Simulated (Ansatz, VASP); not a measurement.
**Two plane-wave programs on Cu3Pt**

INCAR

```
SYSTEM = Cu3Pt
PREC = Accurate
ENCUT = 520
EDIFF = 1E-8
ISMEAR = -1
SIGMA = 0.05
LREAL = .FALSE.
LASPH = .TRUE.
NELM = 60
ALGO = Normal
ISIF = 2
LWAVE = .FALSE.
LCHARG = .FALSE.
LEFG = .TRUE.
NBANDS = 30
```

The input KPOINTS:

```
regular mesh
0
G
  9 9 9
  0 0 0
```

Contents of POSCAR:

```
Cu3Pt
1.0
    3.7100000000      0.0185500000      0.0185500000
    0.0185500000      3.7100000000      0.0185500000
    0.0185500000      0.0185500000      3.7100000000
Cu Pt
3 1
Direct
    0.0000000000      0.5000000000      0.5000000000
    0.5000000000      0.0000000000      0.5000000000
    0.5000000000      0.5000000000      0.0000000000
    0.0000000000      0.0000000000      0.0000000000
```

Input for Ansatz:

```yaml
crystal:
  lattice:
    - [3.71, 0.01855, 0.01855]
    - [0.01855, 3.71, 0.01855]
    - [0.01855, 0.01855, 3.71]
  atoms:
    - { symbol: Cu, position: [0.0, 0.5, 0.5] }
    - { symbol: Cu, position: [0.5, 0.0, 0.5] }
    - { symbol: Cu, position: [0.5, 0.5, 0.0] }
    - { symbol: Pt, position: [0.0, 0.0, 0.0] }
kpoints:
  mp_grid: { grid: [9, 9, 9] }
scf:
  occupations: { method: fermi_dirac, width: 0.05 }
hamiltonian:
  xc: lda
  pseudopotentials: { kind: paw }
output:
  forces: true
  stress: true
  eigenvalues: true
  efg: { contact_densities: true }
```

Change from the starting cell: equal xy, yz and zx shear strains of +1 %, PAW files.

Alike in both runs: task electric field gradients; functional LDA; k mesh 9 × 9 × 9; occupations fermi-dirac, width 0.05 eV; no spin polarisation.

|  | VASP | Ansatz |
| --- | --- | --- |
| version | VASP 6.6.1 | Ansatz 0.2.0 |
| potentials or method | VASP PAW LDA potentials, release 64 (Cu, Pt) | PAW with Ansatz's default frozen-core files, scalar-relativistic |
| plane-wave cutoff (eV) | 520 | 420 |
| valence electrons in the cell | 43 | 75 |

```csv
,VASP,Ansatz,Ansatz less VASP
pressure (GPa),-11.2,-12.0,-0.79
"traceless stress, the component that is largest in VASP (GPa)",-0.71,-0.70,+0.011
size of Vzz on the site where it differs most (V/Å²),6.7,1.6,-5.07
```

LDA's correlation is that of Perdew and Zunger in VASP and of Perdew and Wang (1992) in Ansatz. VASP's potentials hold 43 valence electrons a cell and Ansatz's 75, so a difference there can come from the potentials and not from the codes.

Neither program's run includes spin-orbit coupling.
